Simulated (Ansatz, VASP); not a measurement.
One calculation of C, two programs

INCAR

```
SYSTEM = C
ALGO = Normal
EDIFF = 1E-7
ENCUT = 520
GGA = PE
ISIF = 2
ISMEAR = -1
LASPH = .TRUE.
LCHARG = .TRUE.
LELF = .TRUE.
LREAL = .FALSE.
LVHAR = .TRUE.
LWAVE = .FALSE.
NBANDS = 11
NELM = 60
PREC = Accurate
SIGMA = 0.1
```

KPOINTS

```
k-points
0
G
  11 11 11
  0 0 0
```

File POSCAR:

```
C
1.0
    0.0000000000      2.1270000000      3.3480000000
    1.2280000000      0.0000000000      3.3480000000
    1.2280000000      2.1270000000      0.0000000000
C
2
Direct
    0.1666700000      0.8333300000      0.1666700000
    0.8333300000      0.1666700000      0.8333300000
```

Input for Ansatz:

```yaml
crystal:
  lattice:
    - [0.0, 2.127, 3.348]
    - [1.228, 0.0, 3.348]
    - [1.228, 2.127, 0.0]
  atoms:
    - { symbol: C, position: [0.16667, 0.83333, 0.16667] }
    - { symbol: C, position: [0.83333, 0.16667, 0.83333] }
hamiltonian:
  xc: pbe
  pseudopotentials: { kind: paw }
basis:
  ecutwfc: 420
kpoints:
  mp_grid: { grid: [11, 11, 11] }
scf:
  occupations: { method: fermi_dirac, width: 0.1 }
  lower_state_search: "off"
  algorithm: direct_min
  max_iter: 150
output:
  forces: true
  stress: true
```

Alike in both runs: task single point; functional PBE; k mesh 11 × 11 × 11; occupations fermi-dirac, width 0.1 eV; no spin polarisation.

|  | VASP | Ansatz |
| --- | --- | --- |
| version | VASP 6.6.1 | Ansatz 0.2.0 |
| potentials or method | VASP PAW PBE potentials, release 64 (C), cutoff 520 eV | PAW, plane waves, scalar-relativistic |
| valence electrons in the cell | 8 | 8 |

```tsv
	VASP	Ansatz	Ansatz less VASP
pressure (GPa)	5.1	4.6	-0.47
traceless stress, the component that is largest in VASP (GPa)	-1.15	-0.63	+0.525
rms of the force components (eV/Å)	0.019	0.019	+0.0001
```

Atom by atom the forces differ by 0.000 eV/Å (rms over components). The functional is the same, so the differences come from potentials, cutoffs and numerics.
